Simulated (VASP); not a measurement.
Set up this calculation in VASP 6.6.1, as the native input.

```yaml
Task: single point
Functional: PBE
Potentials_or_basis: VASP PAW PBE potentials, release 64 (C)
Cutoff: 520 eV
k_mesh: 24 × 24 × 14
Occupations: gaussian, width 0.1 eV
Spin: no spin polarisation
Dipole_correction: no
Further_INCAR_settings: ALGO = Normal; EDIFF = 1e-06; NBANDS = 11
```

The structure of C lies in POSCAR:

```
C
1.0
    2.4664965449      0.0000000000      0.0000000000
   -1.2332482724      2.1360486662      0.0000000000
    0.0000000000      0.0000000000      4.4289214344
C
2
Direct
    0.6666666667      0.3333333333      0.5000000000
    0.3333333333      0.6666666667      0.5000000000
```

The cell was built from a structure type or drawn by symmetry, and may not be a known phase.

The input as run:

INCAR

```
PREC     = Accurate       # precision mode
ENCUT    = 520            # plane-wave cutoff, eV
EDIFF    = 1E-6           # SCF threshold, eV
ISMEAR   = 0              # smearing method
SIGMA    = 0.1            # smearing width, eV
LREAL    = False          # projectors in reciprocal space
LASPH    = True           # aspherical terms in the spheres
NELM     = 100            # most SCF steps
ALGO     = Normal         # electronic algorithm
ISIF     = 2              # what is computed and relaxed
LWAVE    = False          # write WAVECAR
LCHARG   = True           # write CHGCAR
GGA      = PE             # functional
LELF     = True           # ELF
LVHAR    = True         
NBANDS   = 11             # bands
```

KPOINTS

```
Automatic mesh
0
Gamma
  24 24 14
```

Potentials or basis: VASP PAW PBE potentials, release 64 (C).

The run is started by

```bash
$ cat potpaw_PBE.64/C/POTCAR > POTCAR
$ mpirun -np 1 vasp_std > vasp.out
```

It gave:

```
Pressure               : 0.3 GPa
Band gap on the k mesh : zero (bands 4 and 5 overlap by 0.20 eV)
```

Caveat: this functional lacks dispersion, which binds the layers, so the pressure and a relaxed spacing across them are unreliable.

It took 69 s on 1 thread of Intel(R) Xeon(R) Platinum 8259CL CPU @ 2.50GHz (Skylake/Cascade Lake) (shared host), peak memory 0.21 GiB.
